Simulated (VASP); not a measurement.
# Al (Fm-3m) in VASP: further runs

Runs on Al. Level: PBE. Tasks: relaxation of cell and atoms.

Program: VASP 6.6.1. These are calculated values, not measurements. Logs are shortened: lines on timing, memory, paths and dates and some standing lists are left out, and cuts for length are marked.

**1. The cell of the first run**

The structure is cubic, space group Fm-3m (No. 225). Conventional cell: a = 4.004 Å, b = 4.004 Å, c = 4.004 Å, α = 90.00°, β = 90.00°, γ = 90.00°. Within 3.7 Å of Al (site symmetry m-3m) lie 12 Al at 2.83 Å.

**2. Relaxation of cell and atoms, PBE, target pressure 3 GPa, at which the enthalpy is minimised**

Contents of INCAR:

```
SYSTEM = Al
PREC     = Accurate       ! precision mode
ENCUT    = 600            ! plane-wave cutoff, eV
EDIFF    = 1E-6           ! SCF threshold, eV
ISMEAR   = 0              ! smearing method
SIGMA    = 0.1            ! smearing width, eV
LREAL    = .FALSE.        ! projectors in reciprocal space
LASPH    = .TRUE.         ! aspherical terms in the spheres
NELM     = 60             ! most SCF steps
ALGO     = Normal         ! electronic algorithm
ISIF     = 3              ! what is computed and relaxed
LWAVE    = .FALSE.        ! write WAVECAR
LCHARG   = .FALSE.        ! write CHGCAR
GGA      = PE             ! functional
IBRION   = 2              ! ionic algorithm
NSW      = 70             ! ionic steps
EDIFFG   = -0.008         ! ionic threshold
PSTRESS  = 30.0
```

Contents of KPOINTS:

```
regular mesh
0
G
  18 18 18
  0 0 0
```

Contents of POSCAR:

```
Al
1.0
    0.0000000000      2.0017549817      2.0017549817
    2.0017549817      0.0000000000      2.0017549817
    2.0017549817      2.0017549817      0.0000000000
Al
1
Direct
    0.0000000000      0.0000000000      0.0000000000
```

Potentials or basis: VASP PAW PBE potentials, release 64 (Al).

Run with:

```
cat potpaw_PBE.64/Al/POTCAR > POTCAR
mpirun -np 1 vasp_std > vasp.out
```

OUTCAR:

```text
SYSTEM = Al
   PREC = Accurate
   ENCUT = 600
   EDIFF = 1E-6
   ISMEAR = 0
   LREAL = .FALSE.
   LASPH = .TRUE.
   NELM = 60
   ISIF = 3
   GGA = PE
   IBRION = 2
   NSW = 70
   EDIFFG = -0.008
   PSTRESS = 30.0

 ion  position               nearest neighbor table
   1  0.000  0.000  0.000-

  LATTYP: Found a face centered cubic cell.
 ALAT       =     4.0035099634

  Lattice vectors:

 A1 = (   0.0000000000,   2.0017549817,   2.0017549817)
 A2 = (   2.0017549817,   0.0000000000,   2.0017549817)
 A3 = (   2.0017549817,   2.0017549817,   0.0000000000)

Analysis of symmetry for initial positions (statically):
=====================================================================
 Subroutine PRICEL returns:
 Original cell was already a primitive cell.

 Routine SETGRP: Setting up the symmetry group for a
 face centered cubic supercell.

 Subroutine GETGRP returns: Found 48 space group operations
 (whereof 48 operations were pure point group operations)
 out of a pool of 48 trial point group operations.

The static configuration has the point symmetry O_h .

Analysis of symmetry for dynamics (positions and initial velocities):
=====================================================================
 Subroutine PRICEL returns:
 Original cell was already a primitive cell.

 Routine SETGRP: Setting up the symmetry group for a
 face centered cubic supercell.

 Subroutine GETGRP returns: Found 48 space group operations
 (whereof 48 operations were pure point group operations)
 out of a pool of 48 trial point group operations.

The dynamic configuration has the point symmetry O_h .

 Subroutine INISYM returns: Found 48 space group operations
 (whereof 48 operations are pure point group operations),
 and found     1 'primitive' translations

----------------------------------------------------------------------------------------

                                     Primitive cell

  volume of cell :      16.0422

  direct lattice vectors                    reciprocal lattice vectors
     0.000000000  2.001754982  2.001754982    -0.249780820  0.249780820  0.249780820
     2.001754982  0.000000000  2.001754982     0.249780820 -0.249780820  0.249780820
     2.001754982  2.001754982  0.000000000     0.249780820  0.249780820 -0.249780820

  length of vectors
     2.830909044  2.830909044  2.830909044     0.432633070  0.432633070  0.432633070

  position of ions in fractional coordinates (direct lattice)
     0.000000000  0.000000000  0.000000000

  ion indices of the primitive-cell ions
   primitive index   ion index
                 1           1

----------------------------------------------------------------------------------------

 KPOINTS: regular mesh

Automatic generation of k-mesh.
 Grid dimensions read from file:
 generate k-points for:   18   18   18

 Generating k-lattice:

  Cartesian coordinates                     Fractional coordinates (reciprocal lattice)
    -0.013876712  0.013876712  0.013876712     0.055555556  0.000000000  0.000000000
     0.013876712 -0.013876712  0.013876712     0.000000000  0.055555556  0.000000000
     0.013876712  0.013876712 -0.013876712     0.000000000  0.000000000  0.055555556

  Length of vectors
     0.024035171  0.024035171  0.024035171

  Shift w.r.t. Gamma in fractional coordinates (k-lattice)
     0.000000000  0.000000000  0.000000000

 Subroutine IBZKPT returns following result:
 ===========================================

 Found    195 irreducible k-points:

 Following reciprocal coordinates:
            Coordinates               Weight
  0.000000  0.000000  0.000000      1.000000
  0.055556  0.000000  0.000000      8.000000
  0.111111  0.000000  0.000000      8.000000
  0.166667  0.000000  0.000000      8.000000
  0.222222  0.000000  0.000000      8.000000
  0.277778  0.000000  0.000000      8.000000
[... 16 lines left out ...]
 -0.277778  0.055556  0.000000     24.000000
 -0.222222  0.055556  0.000000     24.000000
 [... further k-points ...]
   k-points           NKPTS =    195   k-points in BZ     NKDIM =    195   number of bands    NBANDS=      5
   number of dos      NEDOS =    301   number of ions     NIONS =      1
   total plane-waves  NPLWV =  13824
   dimension x,y,z NGX =    24 NGY =   24 NGZ =   24
   dimension x,y,z NGXF=    48 NGYF=   48 NGZF=   48
   ions per type =               1
   NGX,Y,Z   is equivalent  to a cutoff of  14.09, 14.09, 14.09 a.u.
   NGXF,Y,Z  is equivalent  to a cutoff of  28.19, 28.19, 28.19 a.u.
 SYSTEM =  Al
   PREC   = accura    normal or accurate (medium, high low for compatibility)
   ISTART =      0    job   : 0-new  1-cont  2-samecut
   ICHARG =      2    charge: 1-file 2-atom 10-const
   ISPIN  =      1    spin polarized calculation?
   LNONCOLLINEAR =      F non collinear calculations
   LSORBIT =      F    spin-orbit coupling
   LASPH  =      T    aspherical Exc in radial PAW
   ENCUT  =  600.0 eV  44.10 Ry    6.64 a.u.   5.65  5.65  5.65*2*pi/ulx,y,z
   NELM   =     60;   NELMIN=  2; NELMDL= -5     # of ELM steps
   EDIFF  = 0.1E-05   stopping-criterion for ELM
   LREAL  =      F    real-space projection
   EDIFFG = -.8E-02   stopping-criterion for IOM
   NSW    =     70    number of steps for IOM
   IBRION =      2    ionic relax: 0-MD 1-quasi-New 2-CG
   NFREE  =      1    steps in history (QN), initial steepest desc. (CG)
   ISIF   =      3    stress and relaxation
   ISYM   =      2    0-nonsym 1-usesym 2-fastsym
   POTIM  = 0.5000    time-step for ionic-motion
   TEBEG  =    0.0;   TEEND  =   0.0 temperature during run
   PSTRESS=   30.0 pullay stress
   NELECT =       3.0000    total number of electrons
   NUPDOWN=      -1.0000    fix difference up-down
   EMIN   =  10.00;   EMAX   =-10.00  energy-range for DOS
   EFERMI =   0.00;   METHOD = LEGACY
   ISMEAR =     0;   SIGMA  =   0.10  broadening in eV -4-tet -1-fermi 0-gaus
   EFERMI_NEDOS =   21; number of points for ismear=-14 and -15
   IALGO  =     38    algorithm
   IMIX   =      4    mixing-type and parameters
     AMIX     =   0.40;   BMIX     =  1.00
     AMIX_MAG =   1.60;   BMIX_MAG =  1.00
  volume/ion in A,a.u.               =      16.04       108.26
  Fermi-wavevector in a.u.,A,eV,Ry     =   0.936184  1.769130 11.924685  0.876440
  Thomas-Fermi vector in A             =   2.063167
   LORBIT       =      0    0 simple, 1 ext, 2 COOP (PROOUT), +10 PAW based schemes
   GGA     = PE    functional components
   LHFCALC =     F    Hartree Fock is set to
   AEXX    =    0.0000 exact exchange contribution
   IVDW    =     0    specifies the selected vdW correction
   LEPSILON=     F    determine dielectric tensor
   LRPA    =     F    only Hartree local field effects (RPA)
 conjugate gradient relaxation of ions
 non-spin polarized calculation
 Gauss-broadening in eV      SIGMA  =   0.10
  energy-cutoff  :      600.00
  volume of cell :       16.04
 maximum number of plane-waves:       548
   NGX = 11   NGY = 11   NGZ = 11

--------------------------------------- Ionic step        1  -------------------------------------------

 number of electron       3.0000000 magnetization

 Free energy of the ion-electron system (eV)
  ---------------------------------------------------
  ext. energy  EPLUGINS =         0.00000000
  ---------------------------------------------------
  free energy    TOTEN  =        -3.74149822 eV

  energy without entropy =       -3.73850450  energy(sigma->0) =       -3.74000136

------------------------ aborting loop because EDIFF is reached ----------------------------------------

  FORCE on cell =-STRESS in cart. coord.  units (eV):
  Direction    XX          YY          ZZ          XY          YZ          ZX
  --------------------------------------------------------------------------------------
  -------------------------------------------------------------------------------------
  Total        0.2255880      0.2255880      0.2255880      0.0000000     -0.0000000     -0.0000000
  in kB       22.5301375     22.5301375     22.5301375      0.0000000     -0.0000000     -0.0000000
  external PRESSURE =      -7.4698625 kB  Pullay stress =      30.0000000 kB

 VOLUME and BASIS-vectors are now :
 -----------------------------------------------------------------------------
  energy-cutoff  :      600.00
  volume of cell :       16.04
      direct lattice vectors                 reciprocal lattice vectors
     0.000000000  2.001754982  2.001754982    -0.249780820  0.249780820  0.249780820
     2.001754982  0.000000000  2.001754982     0.249780820 -0.249780820  0.249780820
     2.001754982  2.001754982  0.000000000     0.249780820  0.249780820 -0.249780820
[... 44 lines left out ...]
  FREE ENERGIE OF THE ION-ELECTRON SYSTEM (eV)
  ---------------------------------------------------
  free  energy   TOTEN  =        -3.7385557748 eV

  energy  without entropy=       -3.7355940817  energy(sigma->0) =       -3.73707493

  enthalpy is  TOTEN    =        -3.4414139419 eV   P V=        0.2971418329

--------------------------------------- Ionic step        3  -------------------------------------------

 number of electron       3.0000000 magnetization

 Free energy of the ion-electron system (eV)
  ---------------------------------------------------
  ext. energy  EPLUGINS =         0.00000000
  ---------------------------------------------------
  free energy    TOTEN  =        -3.73926710 eV

  energy without entropy =       -3.73629652  energy(sigma->0) =       -3.73778181

 E-fermi :   8.3828     XC(G=0): -10.3300

 val. band max:        8.3626184917   @ k =   0.5000   0.4444   0.0556
 cond. band min:       8.3846704565   @ k =  -0.4444   0.3333   0.1111
 fundamental gap:      0.0220519648
 Fermi energy:         8.3828254969

 k-point     1 :       0.0000    0.0000    0.0000
  band No.  band energies     occupation
      1      -3.0023      2.00000
      2      21.2127      0.00000
      3      21.2127      0.00000
      4      21.2127      0.00000
      5      22.9867      0.00000

 k-point     2 :       0.0556    0.0000    0.0000
  band No.  band energies     occupation
      1      -2.9163      2.00000
      2      19.7141      0.00000
      3      20.9326      0.00000
      4      20.9326      0.00000
      5      23.4028      0.00000

 k-point     3 :       0.1111    0.0000    0.0000
  band No.  band energies     occupation
      1      -2.6587      2.00000
      2      17.4540      0.00000
      3      20.4424      0.00000
      4      20.4424      0.00000
      5      23.5260      0.00000
[... 153 lines left out ...]
 k-point    23 :      -0.2778    0.0556    0.0000
  band No.  band energies     occupation
      1      -0.5026      2.00000
      2      10.2609      0.00000
      3      17.7390      0.00000
      4      20.6839      0.00000
      5      21.5818      0.00000

 k-point    24 :      -0.2222    0.0556    0.0000
  band No.  band energies     occupation
      1      -1.3213      2.00000
      2      12.3112      0.00000
      3      17.9042      0.00000
      4      20.8169      0.00000
      5      22.6033      0.00000

 [... further k-points ...]
[... 5 lines left out ...]
  --------------------------------------------------------------------------------------
  -------------------------------------------------------------------------------------
  Total        0.2981641      0.2981641      0.2981641      0.0000000      0.0000000     -0.0000000
  in kB       30.0337334     30.0337334     30.0337334      0.0000000      0.0000000     -0.0000000
  external PRESSURE =       0.0337334 kB  Pullay stress =      30.0000000 kB

 VOLUME and BASIS-vectors are now :
 -----------------------------------------------------------------------------
  energy-cutoff  :      600.00
  volume of cell :       15.91
      direct lattice vectors                 reciprocal lattice vectors
     0.000000000  1.996068867  1.996068867    -0.250492359  0.250492359  0.250492359
     1.996068867  0.000000000  1.996068867     0.250492359 -0.250492359  0.250492359
     1.996068867  1.996068867 -0.000000000     0.250492359  0.250492359 -0.250492359

 POSITION                                       TOTAL-FORCE (eV/Angst)
 -----------------------------------------------------------------------------------
      0.00000      0.00000      0.00000        -0.000000      0.000000     -0.000000
 -----------------------------------------------------------------------------------
    total drift:                               -0.000000     -0.000000     -0.000000

  FREE ENERGIE OF THE ION-ELECTRON SYSTEM (eV)
  ---------------------------------------------------
  free  energy   TOTEN  =        -3.7392670996 eV

  energy  without entropy=       -3.7362965171  energy(sigma->0) =       -3.73778181

  enthalpy is  TOTEN    =        -3.4414379297 eV   P V=        0.2978291699

 reached required accuracy - stopping structural energy minimisation
```

Wall time 15 s (1 thread of Intel Xeon 6975P-C, shared host); peak memory 0.15 GiB.

Results:

* Free energy: -3.7393 eV
* Relaxed volume: 15.91 Å³/atom
* Relaxed cell: a = 2.823 Å, b = 2.823 Å, c = 2.823 Å, α = 60.00°, β = 60.00°, γ = 60.00°
* Space group after relaxing (to 0.05 Å): Fm-3m (No. 225)
* Energy change on relaxing (the enthalpy is what falls): +2.2 meV/atom
* Ionic steps: 3
* Pressure after relaxing: 3.0 GPa

The path:
| step | energy change (eV) | largest force (eV/Å) | pressure (GPa) | volume (Å³) |
| --- | --- | --- | --- | --- |
| 1 | 0.0000 | 0.0000 | 2.25 | 16.04 |
| 2 | 0.0029 | 0.0000 | 3.21 | 15.87 |
| 3 | 0.0022 | 0.0000 | 3.00 | 15.91 |

Final structure:
```cif
data_structure
_symmetry_space_group_name_H-M 'P 1'
_symmetry_Int_Tables_number 1
_cell_length_a 2.8229
_cell_length_b 2.8229
_cell_length_c 2.8229
_cell_angle_alpha 60.000
_cell_angle_beta 60.000
_cell_angle_gamma 60.000
_cell_volume 15.91
loop_
_atom_site_label
_atom_site_type_symbol
_atom_site_fract_x
_atom_site_fract_y
_atom_site_fract_z
_atom_site_occupancy
Al1 Al 0.00000 0.00000 0.00000 1
```

Caveat: the cell is relaxed towards a set pressure, so the enthalpy falls and the energy may rise.

**3. Relaxation of cell and atoms, PBE, target pressure -3 GPa, at which the enthalpy is minimised**

This run uses another cell than the first one, of 16.98 Å³/atom, 1.058 times its volume.

Contents of INCAR:

```
PREC     = Accurate       # precision mode
ENCUT    = 600            # plane-wave cutoff, eV
EDIFF    = 1E-6           # SCF threshold, eV
ISMEAR   = 0              # smearing method
SIGMA    = 0.1            # smearing width, eV
LREAL    = F              # projectors in reciprocal space
LASPH    = T              # aspherical terms in the spheres
NELM     = 80             # most SCF steps
ALGO     = Fast           # electronic algorithm
ISIF     = 3              # what is computed and relaxed
LWAVE    = F              # write WAVECAR
LCHARG   = F              # write CHGCAR
GGA      = PE             # functional
IBRION   = 2              # ionic algorithm
NSW      = 70             # ionic steps
EDIFFG   = -0.008         # ionic threshold
PSTRESS  = -30.0
```

Contents of KPOINTS:

```
Automatic mesh
0
Gamma
  18 18 18
```

Contents of POSCAR:

```
Al
1.0
    0.0000000000      2.0398824637      2.0398824637
    2.0398824637      0.0000000000      2.0398824637
    2.0398824637      2.0398824637      0.0000000000
Al
1
Direct
    0.0000000000      0.0000000000      0.0000000000
```

Potentials or basis: VASP PAW PBE potentials, release 64 (Al).

Run with:

```
cat potpaw_PBE.64/Al/POTCAR > POTCAR
mpirun -np 1 vasp_std > vasp.out
```

It used 10 s of CPU time on 1 thread of Intel Xeon 6975P-C, with other jobs on the host.

Results (log left out):

```yaml
Free_energy: -3.7376 eV
Relaxed_volume: 17.22 Å³/atom
Relaxed_cell: a = 2.898 Å, b = 2.898 Å, c = 2.898 Å, α = 60.00°, β = 60.00°, γ = 60.00°
Space_group_after_relaxing_to_0.05_Å: Fm-3m (No. 225)
Energy_change_on_relaxing_the_enthalpy_is_what_falls: +3.8 meV/atom
Ionic_steps: 2
Pressure_after_relaxing: -3.0 GPa
```

The path:
```csv
step,energy change (eV),largest force (eV/Å),pressure (GPa),volume (Å³)
1,0.0000,0.0000,-2.09,16.98
2,0.0038,0.0000,-3.01,17.22
```

Final structure:
```cif
data_structure
_symmetry_space_group_name_H-M 'P 1'
_symmetry_Int_Tables_number 1
_cell_length_a 2.8983
_cell_length_b 2.8983
_cell_length_c 2.8983
_cell_angle_alpha 60.000
_cell_angle_beta 60.000
_cell_angle_gamma 60.000
_cell_volume 17.22
loop_
_atom_site_label
_atom_site_type_symbol
_atom_site_fract_x
_atom_site_fract_y
_atom_site_fract_z
_atom_site_occupancy
Al1 Al 0.00000 0.00000 0.00000 1
```

Levels at points of the mesh, in eV from the Fermi level:
| k point | band 1 | band 2 | band 3 | band 4 |
| --- | --- | --- | --- | --- |
| (0.00, 0.00, 0.00) | -10.83 | 12.40 | 12.40 | 12.40 |
| (0.50, 0.00, 0.00) | -4.41 | -4.31 | 10.98 | 10.98 |
| (0.50, 0.50, 0.00) | -2.81 | -1.59 | 5.26 | 5.41 |

Caveat: the cell is relaxed towards a set pressure, so the enthalpy falls and the energy may rise.
